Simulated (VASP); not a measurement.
## TaSi2: relaxation of cell and atoms with PBE

The system is TaSi2.

```
CELL_PARAMETERS angstrom
2.39078 -3.53624 0.00000
2.39078 3.53624 0.00000
0.00000 0.00000 3.13819
ATOMIC_POSITIONS crystal
Ta 0.50000 0.50000 0.00000
Si 0.85360 0.14640 0.50000
Si 0.14640 0.85360 0.50000
```

The cell was generated, and may not be a known phase.

* Program: VASP 6.6.1
* Task: relaxation of cell and atoms
* Functional: PBE
* Potentials or basis: VASP PAW PBE potentials, release 64 (Ta_pv, Si)
* Cutoff: 600 eV
* k mesh: 4 × 4 × 6
* Occupations: gaussian, width 0.1 eV
* Spin: no spin polarisation
* Dipole correction: no
* Further INCAR settings: ALGO = Normal; EDIFF = 1e-07; IBRION = 2; EDIFFG = -0.04; NSW = 90; ISIF = 3

```json
{
  "Relaxed volume": "14.84 Å³/atom",
  "Relaxed cell": "a = 4.437 Å, b = 4.437 Å, c = 2.612 Å, α = 90.00°, β = 90.00°, γ = 120.00°",
  "Space group after relaxing (to 0.1 Å)": "P6/mmm (No. 191)",
  "Pressure after relaxing": "-0.2 GPa",
  "Largest force after relaxing": "0.009 eV/Å",
  "Band gap on the k mesh": "zero (an odd number of electrons rules out a gap without spin polarisation)"
}
```

Forces on the atoms (eV/Å):
```
Ta   0.000  0.000  0.000
Si   0.000 -0.009  0.000
Si   0.000  0.009  0.000
```

Final structure:
```cif
data_structure
_symmetry_space_group_name_H-M 'P 1'
_symmetry_Int_Tables_number 1
_cell_length_a 4.4366
_cell_length_b 4.4366
_cell_length_c 2.6123
_cell_angle_alpha 90.000
_cell_angle_beta 90.000
_cell_angle_gamma 119.998
_cell_volume 44.53
loop_
_atom_site_label
_atom_site_type_symbol
_atom_site_fract_x
_atom_site_fract_y
_atom_site_fract_z
_atom_site_occupancy
Ta1 Ta 0.50000 0.50000 0.00000 1
Si1 Si 0.83324 0.16676 0.50000 1
Si2 Si 0.16676 0.83324 0.50000 1
```

Levels at points of the mesh, in eV from the Fermi level:
```
           k point  band 7  band 8  band 9  band 10  band 11  band 12  band 13
(0.00, 0.00, 0.00)   -5.65   -3.87   -1.22    -1.22     3.86     3.86     4.49
(0.50, 0.00, 0.00)   -5.58   -2.34   -1.73     2.71     2.82     2.95     3.70
(0.50, 0.50, 0.00)   -5.59   -2.34   -1.73     2.72     2.81     2.95     3.70
(0.00, 0.00, 0.50)   -4.00   -1.58   -1.57    -1.36    -1.21    -1.21     0.29
(0.50, 0.00, 0.50)   -5.36   -5.24   -0.04     0.59     0.90     1.42     1.93
(0.50, 0.50, 0.50)   -5.36   -5.24   -0.05     0.59     0.90     1.42     1.93
```

Wall time 7.7 min on 1 thread of Intel Xeon 8259CL, on a shared host, peak memory 0.21 GiB.

Caveat: the k points lie up to 0.41 Å⁻¹ apart in the final cell, too coarse for converged energies and pressures of a metal; the volume moved by over 15 % at a fixed basis, so the end points are rough; spin-orbit coupling is left out, which moves the levels of the heavy elements.
